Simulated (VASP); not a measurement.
Set up this calculation in VASP 6.6.1, as the native input.

| Property | Result |
| --- | --- |
| Task | single point |
| Functional | r2SCAN |
| Potentials or basis | VASP PAW PBE potentials, release 64 (Pb_d, S) |
| Cutoff | 520 eV |
| k mesh | 8 × 8 × 8 |
| Occupations | gaussian, width 0.01 eV |
| Spin | no spin polarisation |
| Dipole correction | no |
| Further INCAR settings | ALGO = Normal; EDIFF = 1e-06; NBANDS = 17 |

Crystal: PbS.

```
Pb S
1.0
     0.03241    2.98723    2.98723
     2.98723    0.03241    2.98723
     3.01964    3.01964    0.00000
Pb S
1 1
Direct
  0.00000 0.00000 0.00000
  0.50000 0.50000 0.50000
```

This cell differs from its parent crystal: shear xy strain +2.2%.

The input as run:

POSCAR

```
PbS
1.0
    0.0324114750      2.9872327164      2.9872327164
    2.9872327164      0.0324114750      2.9872327164
    3.0196441913      3.0196441913     -0.0000000001
Pb S
1 1
Direct
    0.0000000000      0.0000000000      0.0000000000
    0.5000000000      0.5000000000      0.5000000000
```

INCAR.step1

```
PREC = Accurate
ENCUT = 520
ISMEAR = 0
SIGMA = 0.01
LREAL = F
LASPH = T
NELM = 100
NBANDS = 17
GGA = PE
ALGO = Normal
EDIFF = 1E-4
LWAVE = T
LCHARG = F
```

INCAR.step2

```
PREC = Accurate
ENCUT = 520
EDIFF = 1E-6
ISMEAR = 0
SIGMA = 0.01
LREAL = F
LASPH = T
NELM = 100
ALGO = Normal
ISIF = 2
LWAVE = F
LCHARG = F
METAGGA = R2SCAN
LMIXTAU = T
NBANDS = 17
ISTART = 1
```

KPOINTS

```
Automatic mesh
0
Gamma
  8 8 8
```

Potentials or basis: VASP PAW PBE potentials, release 64 (Pb_d, S).

Command:

```console
$ cat potpaw_PBE.64/Pb_d/POTCAR potpaw_PBE.64/S/POTCAR > POTCAR
$ cp INCAR.step1 INCAR
$ mpirun -np 1 vasp_std > vasp.out
$ cp INCAR.step2 INCAR
$ mpirun -np 1 vasp_std > vasp.out
```

Results of the run:

* Pressure: 0.0 GPa
* Band gap on the k mesh: 0.59 eV, indirect (least direct gap 0.68 eV)

Caveat: the cell differs from its parent crystal (shear xy strain +2.2%); the PAW data sets were made with another functional, which shifts forces and pressure a little; spin-orbit coupling is left out, which moves the levels of the heavy elements.

It took 8.4 min on 1 thread of AMD EPYC 7R13, with other jobs on the host, peak memory 0.21 GiB.
